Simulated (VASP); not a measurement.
# Y (Im-3m) in VASP: single point with PBE

Aim: the single point of Y with PBE.

Everything below comes from runs of VASP 6.6.1. Logs are shortened: lines on timing, memory, paths and dates and some standing lists are left out, and cuts for length are marked.

### 1 The cell of the first run

It takes space group Im-3m (No. 229, cubic). The conventional cell has a = 4.050 Å, b = 4.050 Å, c = 4.050 Å, α = 90.00°, β = 90.00°, γ = 90.00°. Within 4.6 Å of Y (site symmetry m-3m) lie 14 Y at 3.51 to 4.05 Å.

### 2 Single point, PBE

The input, INCAR:

```
SYSTEM = Y
PREC = Accurate
ENCUT = 520
EDIFF = 1E-6
ISMEAR = -1
SIGMA = 0.13605693000000002
LREAL = .FALSE.
LASPH = .TRUE.
NELM = 100
ALGO = Normal
ISIF = 2
LWAVE = .FALSE.
LCHARG = .TRUE.
GGA = PE
LELF = .TRUE.
LVHAR = .TRUE.
NBANDS = 12
```

The input, KPOINTS:

```
Automatic mesh
0
G
  11 11 11
  0 0 0
```

The input, POSCAR:

```
Y
1.0
   -2.0249987299      2.0249987299      2.0249987299
    2.0249987299     -2.0249987299      2.0249987299
    2.0249987299      2.0249987299     -2.0249987299
Y
1
Direct
    0.0000000000      0.0000000000      0.0000000000
```

Potentials or basis: VASP PAW PBE potentials, release 64 (Y_sv).

On the command line:

```
cat potpaw_PBE.64/Y_sv/POTCAR > POTCAR
mpirun -np 1 vasp_std > vasp.out
```

OUTCAR:

```text
SYSTEM = Y
   PREC = Accurate
   ENCUT = 520
   EDIFF = 1E-6
   ISMEAR = -1
   LREAL = .FALSE.
   LASPH = .TRUE.
   NELM = 100
   ISIF = 2
   GGA = PE

 ion  position               nearest neighbor table
   1  0.000  0.000  0.000-

  LATTYP: Found a body centered cubic cell.
 ALAT       =     4.0499974598

  Lattice vectors:

 A1 = (  -2.0249987299,   2.0249987299,   2.0249987299)
 A2 = (   2.0249987299,  -2.0249987299,   2.0249987299)
 A3 = (   2.0249987299,   2.0249987299,  -2.0249987299)

Analysis of symmetry for initial positions (statically):
=====================================================================
 Subroutine PRICEL returns:
 Original cell was already a primitive cell.

 Routine SETGRP: Setting up the symmetry group for a
 body centered cubic supercell.

 Subroutine GETGRP returns: Found 48 space group operations
 (whereof 48 operations were pure point group operations)
 out of a pool of 48 trial point group operations.

The static configuration has the point symmetry O_h .

Analysis of symmetry for dynamics (positions and initial velocities):
=====================================================================
 Subroutine PRICEL returns:
 Original cell was already a primitive cell.

 Routine SETGRP: Setting up the symmetry group for a
 body centered cubic supercell.

 Subroutine GETGRP returns: Found 48 space group operations
 (whereof 48 operations were pure point group operations)
 out of a pool of 48 trial point group operations.

The dynamic configuration has the point symmetry O_h .

 Subroutine INISYM returns: Found 48 space group operations
 (whereof 48 operations are pure point group operations),
 and found     1 'primitive' translations

----------------------------------------------------------------------------------------

                                     Primitive cell

  volume of cell :      33.2150

  direct lattice vectors                    reciprocal lattice vectors
    -2.024998730  2.024998730  2.024998730     0.000000000  0.246913735  0.246913735
     2.024998730 -2.024998730  2.024998730     0.246913735  0.000000000  0.246913735
     2.024998730  2.024998730 -2.024998730     0.246913735  0.246913735  0.000000000

  length of vectors
     3.507400685  3.507400685  3.507400685     0.349188753  0.349188753  0.349188753

  position of ions in fractional coordinates (direct lattice)
     0.000000000  0.000000000  0.000000000

  ion indices of the primitive-cell ions
   primitive index   ion index
                 1           1

----------------------------------------------------------------------------------------

 KPOINTS: Automatic mesh

Automatic generation of k-mesh.
 Grid dimensions read from file:
 generate k-points for:   11   11   11

 Generating k-lattice:

  Cartesian coordinates                     Fractional coordinates (reciprocal lattice)
     0.000000000  0.022446703  0.022446703     0.090909091  0.000000000  0.000000000
     0.022446703  0.000000000  0.022446703     0.000000000  0.090909091  0.000000000
     0.022446703  0.022446703  0.000000000     0.000000000  0.000000000  0.090909091

  Length of vectors
     0.031744432  0.031744432  0.031744432

  Shift w.r.t. Gamma in fractional coordinates (k-lattice)
     0.000000000  0.000000000  0.000000000

 Subroutine IBZKPT returns following result:
 ===========================================

 Found     56 irreducible k-points:

 Following reciprocal coordinates:
            Coordinates               Weight
  0.000000  0.000000  0.000000      1.000000
  0.090909  0.000000  0.000000     12.000000
  0.181818  0.000000  0.000000     12.000000
  0.272727  0.000000  0.000000     12.000000
  0.363636  0.000000  0.000000     12.000000
  0.454545  0.000000  0.000000     12.000000
[... 16 lines left out ...]
  0.272727  0.181818  0.090909     48.000000
  0.363636  0.181818  0.090909     24.000000
 [... further k-points ...]
   k-points           NKPTS =     56   k-points in BZ     NKDIM =     56   number of bands    NBANDS=     12
   number of dos      NEDOS =    301   number of ions     NIONS =      1
   total plane-waves  NPLWV =  21952
   dimension x,y,z NGX =    28 NGY =   28 NGZ =   28
   dimension x,y,z NGXF=    56 NGYF=   56 NGZF=   56
   ions per type =               1
   NGX,Y,Z   is equivalent  to a cutoff of  13.27, 13.27, 13.27 a.u.
   NGXF,Y,Z  is equivalent  to a cutoff of  26.54, 26.54, 26.54 a.u.
 SYSTEM =  Y
   PREC   = accura    normal or accurate (medium, high low for compatibility)
   ISTART =      0    job   : 0-new  1-cont  2-samecut
   ICHARG =      2    charge: 1-file 2-atom 10-const
   ISPIN  =      1    spin polarized calculation?
   LNONCOLLINEAR =      F non collinear calculations
   LSORBIT =      F    spin-orbit coupling
   LASPH  =      T    aspherical Exc in radial PAW
   ENCUT  =  520.0 eV  38.22 Ry    6.18 a.u.   6.52  6.52  6.52*2*pi/ulx,y,z
   NELM   =    100;   NELMIN=  2; NELMDL= -5     # of ELM steps
   EDIFF  = 0.1E-05   stopping-criterion for ELM
   LREAL  =      F    real-space projection
[... 7 lines left out ...]
   TEBEG  =    0.0;   TEEND  =   0.0 temperature during run
   PSTRESS=    0.0 pullay stress
   NELECT =      11.0000    total number of electrons
   NUPDOWN=      -1.0000    fix difference up-down
   EMIN   =  10.00;   EMAX   =-10.00  energy-range for DOS
   EFERMI =   0.00;   METHOD = LEGACY
   ISMEAR =    -1;   SIGMA  =   0.14  broadening in eV -4-tet -1-fermi 0-gaus
   EFERMI_NEDOS =   21; number of points for ismear=-14 and -15
   IALGO  =     38    algorithm
   IMIX   =      4    mixing-type and parameters
     AMIX     =   0.40;   BMIX     =  1.00
     AMIX_MAG =   1.60;   BMIX_MAG =  1.00
  volume/ion in A,a.u.               =      33.22       224.15
  Fermi-wavevector in a.u.,A,eV,Ry     =   1.132646  2.140391 17.454746  1.282888
  Thomas-Fermi vector in A             =   2.269348
   LORBIT       =      0    0 simple, 1 ext, 2 COOP (PROOUT), +10 PAW based schemes
   GGA     = PE    functional components
   LHFCALC =     F    Hartree Fock is set to
   AEXX    =    0.0000 exact exchange contribution
   IVDW    =     0    specifies the selected vdW correction
   LEPSILON=     F    determine dielectric tensor
   LRPA    =     F    only Hartree local field effects (RPA)
 non-spin polarized calculation
  energy-cutoff  :      520.00
  volume of cell :       33.22
 maximum number of plane-waves:       935
 NGX is ok and might be reduce to    28
   NGX = 13   NGY = 13   NGZ = 13

 number of electron      11.0000000 magnetization

 Free energy of the ion-electron system (eV)
  ---------------------------------------------------
  ext. energy  EPLUGINS =         0.00000000
  ---------------------------------------------------
  free energy    TOTEN  =        -6.38332057 eV

  energy without entropy =       -6.24494304  energy(sigma->0) =       -6.31413181

 E-fermi :   3.0645     XC(G=0):  -9.3862

 val. band max:        3.0579897990   @ k =   0.3636   0.2727  -0.0000
 cond. band min:       3.0826889824   @ k =   0.2727   0.2727   0.0909
 fundamental gap:      0.0246991835
 Fermi energy:         3.0644533576

 k-point     1 :       0.0000    0.0000    0.0000
  band No.  band energies     occupation
      1     -39.7947      2.00000
      2     -19.4994      2.00000
      3     -19.4994      2.00000
      4     -19.4994      2.00000
      5      -1.7134      2.00000
      6       4.7356      0.00001
      7       4.7356      0.00001
      8       4.7356      0.00001
      9       6.6297      0.00000
     10       6.6297      0.00000
     11      13.2930      0.00000
     12      13.2930      0.00000

 k-point     2 :       0.0909    0.0000    0.0000
  band No.  band energies     occupation
      1     -39.7896      2.00000
      2     -19.5435      2.00000
      3     -19.5132      2.00000
      4     -19.4996      2.00000
      5      -1.5015      2.00000
      6       4.5826      0.00003
      7       4.6574      0.00002
      8       4.9398      0.00000
      9       6.4122      0.00000
     10       6.6269      0.00000
     11      13.4786      0.00000
     12      13.6952      0.00000

 k-point     3 :       0.1818    0.0000    0.0000
  band No.  band energies     occupation
      1     -39.7761      2.00000
      2     -19.6599      2.00000
      3     -19.5499      2.00000
      4     -19.5001      2.00000
      5      -0.9084      2.00000
      6       4.2148      0.00043
      7       4.3034      0.00022
      8       5.5373      0.00000
      9       6.2116      0.00000
     10       6.6525      0.00000
     11      13.6593      0.00000
     12      14.5089      0.00000
[... 286 lines left out ...]
 k-point    23 :       0.2727    0.1818    0.0909
  band No.  band energies     occupation
      1     -39.7312      2.00000
      2     -19.9313      2.00000
      3     -19.7014      2.00000
      4     -19.5803      2.00000
      5       1.8277      1.99977
      6       2.9973      1.24202
      7       3.1785      0.60367
      8       6.8463      0.00000
      9       7.1786      0.00000
     10       9.3303      0.00000
     11      10.0800      0.00000
     12      12.2766      0.00000

 k-point    24 :       0.3636    0.1818    0.0909
  band No.  band energies     occupation
      1     -39.7277      2.00000
      2     -19.9323      2.00000
      3     -19.7367      2.00000
      4     -19.5837      2.00000
      5       2.0186      1.99908
      6       2.9982      1.23890
      7       3.2791      0.34233
      8       6.8875      0.00000
      9       7.2376      0.00000
     10       9.3268      0.00000
     11       9.9263      0.00000
     12      11.8809      0.00000

 [... further k-points ...]
[... 5 lines left out ...]
  --------------------------------------------------------------------------------------
  -------------------------------------------------------------------------------------
  Total       -0.0208686     -0.0208686     -0.0208686      0.0000000     -0.0000000      0.0000000
  in kB       -1.0066313     -1.0066313     -1.0066313      0.0000000     -0.0000000      0.0000000
  external PRESSURE =      -1.0066313 kB  Pullay stress =       0.0000000 kB

 VOLUME and BASIS-vectors are now :
 -----------------------------------------------------------------------------
  energy-cutoff  :      520.00
  volume of cell :       33.22
      direct lattice vectors                 reciprocal lattice vectors
    -2.024998730  2.024998730  2.024998730     0.000000000  0.246913735  0.246913735
     2.024998730 -2.024998730  2.024998730     0.246913735  0.000000000  0.246913735
     2.024998730  2.024998730 -2.024998730     0.246913735  0.246913735  0.000000000

 POSITION                                       TOTAL-FORCE (eV/Angst)
 -----------------------------------------------------------------------------------
      0.00000      0.00000      0.00000        -0.000000     -0.000000     -0.000000
 -----------------------------------------------------------------------------------
    total drift:                               -0.000000     -0.000000      0.000000

  FREE ENERGIE OF THE ION-ELECTRON SYSTEM (eV)
  ---------------------------------------------------
  free  energy   TOTEN  =        -6.3833205750 eV

  energy  without entropy=       -6.2449430380  energy(sigma->0) =       -6.31413181
```

It took 20 s on 1 thread of AMD EPYC 7R13 (Zen 3), shared host; peak memory 0.15 GiB.

What came out:

* Free energy: -6.3833 eV
* Pressure: -0.1 GPa
